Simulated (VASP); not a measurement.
The system is CrSiB3.

```
Cr Si B
1.0
     3.73057    0.00000    0.00000
     0.00000    3.73057    0.00000
     0.00000    0.00000    3.73057
Cr Si B
1 1 3
Direct
  0.50000 0.50000 0.50000
  0.00000 0.00000 0.00000
  0.50000 0.00000 0.00000
  0.00000 0.50000 0.00000
  0.00000 0.00000 0.50000
```

The cell was built from a structure type or drawn by symmetry, and may not be a known phase.

```yaml
Program: VASP 6.6.1
Task: relaxation of cell and atoms
Functional: PBE
Potentials_or_basis: VASP PAW PBE potentials, release 64 (Cr_pv, Si, B)
Cutoff: 600 eV
k_mesh: 6 × 6 × 6
Occupations: gaussian, width 0.1 eV
Spin: collinear spin, ferromagnetic start
Starting_moments: "[3.0, 0.0, 0.0, 0.0, 0.0] μB"
```

At the start: pressure 15.0 GPa; volume 10.38 Å³/atom.

Problem. Where does the relaxation end?

Solution. Over 3 steps the energy falls by 49.4 meV/atom and the volume is 11.54 Å³/atom (+11.1 %); space group Pm-3m (No. 221, to 0.1 Å) before and after; moment 0.43 μB per cell.

The path:
```
step  energy change (eV)  largest force (eV/Å)  pressure (GPa)  volume (Å³)
   1              0.0000                0.0000           15.02        51.92
   2             -0.2250                0.0000           -3.22        59.59
   3             -0.2470                0.0000            0.20        57.68
```

Final structure:
```cif
data_structure
_symmetry_space_group_name_H-M 'P 1'
_symmetry_Int_Tables_number 1
_cell_length_a 3.8636
_cell_length_b 3.8636
_cell_length_c 3.8636
_cell_angle_alpha 90.000
_cell_angle_beta 90.000
_cell_angle_gamma 90.000
_cell_volume 57.68
loop_
_atom_site_label
_atom_site_type_symbol
_atom_site_fract_x
_atom_site_fract_y
_atom_site_fract_z
_atom_site_occupancy
Cr1 Cr 0.50000 0.50000 0.50000 1
Si1 Si 0.00000 0.00000 0.00000 1
B1 B 0.50000 0.00000 0.00000 1
B2 B 0.00000 0.50000 0.00000 1
B3 B 0.00000 0.00000 0.50000 1
```

Caveat: a cell with one magnetic atom can't hold antiferromagnetic order, which such compounds often take.
